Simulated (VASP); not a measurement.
Set up this calculation in VASP 6.6.1, as the native input.

* Task: relaxation of cell and atoms
* Functional: PBE
* Potentials or basis: VASP PAW PBE potentials, release 64 (As)
* Cutoff: 600 eV
* k mesh: 18 × 18 × 17
* Occupations: fermi-dirac, width 0.05 eV
* Spin: no spin polarisation
* Target pressure: 120 GPa
* Dipole correction: no
* Further INCAR settings: ALGO = Normal; EDIFF = 1e-06; IBRION = 2; EDIFFG = -0.005; NSW = 32; ISIF = 3

The structure of As lies in POSCAR:

```
As
1.0
    2.4523120711      0.0000000000      0.0000000000
   -1.2261560356      2.1237645516      0.0000000000
    0.0000000000      0.0000000000      2.3094823432
As
1
Direct
    0.0000000000      0.0000000000      0.0000000000
```

These files were run (other wordings do the same):

INCAR

```
SYSTEM = As
ALGO     = Normal         ! electronic algorithm
EDIFF    = 1E-6           ! SCF threshold, eV
EDIFFG   = -0.005         ! ionic threshold
ENCUT    = 600            ! plane-wave cutoff, eV
GGA      = PE             ! functional
IBRION   = 2              ! ionic algorithm
ISIF     = 3              ! what is computed and relaxed
ISMEAR   = -1             ! smearing method
LASPH    = .True.         ! aspherical terms in the spheres
LCHARG   = .False.        ! write CHGCAR
LREAL    = .False.        ! projectors in reciprocal space
LWAVE    = .False.        ! write WAVECAR
NELM     = 80             ! most SCF steps
NSW      = 32             ! ionic steps
PREC     = Accurate       ! precision mode
PSTRESS  = 1200.0       
SIGMA    = 0.05           ! smearing width, eV
```

KPOINTS

```
k-points
0
Gamma
  18 18 17
  0 0 0
```

Potentials or basis: VASP PAW PBE potentials, release 64 (As).

The run is started by

```bash
$ cat potpaw_PBE.64/As/POTCAR > POTCAR
$ mpirun -np 1 vasp_std > vasp.out
```

It gave:

| Item | Value |
| --- | --- |
| Relaxed volume | 12.11 Å³/atom |
| Relaxed cell | a = 2.458 Å, b = 2.458 Å, c = 2.315 Å, α = 90.00°, β = 90.00°, γ = 120.00° |
| Space group after relaxing (to 0.05 Å) | P6/mmm (No. 191) |
| Energy change on relaxing (the enthalpy is what falls) | -63.2 meV/atom |
| Ionic steps | 6 |
| Pressure after relaxing | 120.0 GPa |

Caveat: the cell is relaxed towards a set pressure, so the enthalpy falls and the energy may rise.

Run time: 21 s on 1 thread of Intel(R) Xeon(R) 6975P-C (Granite Rapids) (shared host), peak memory 0.15 GiB.
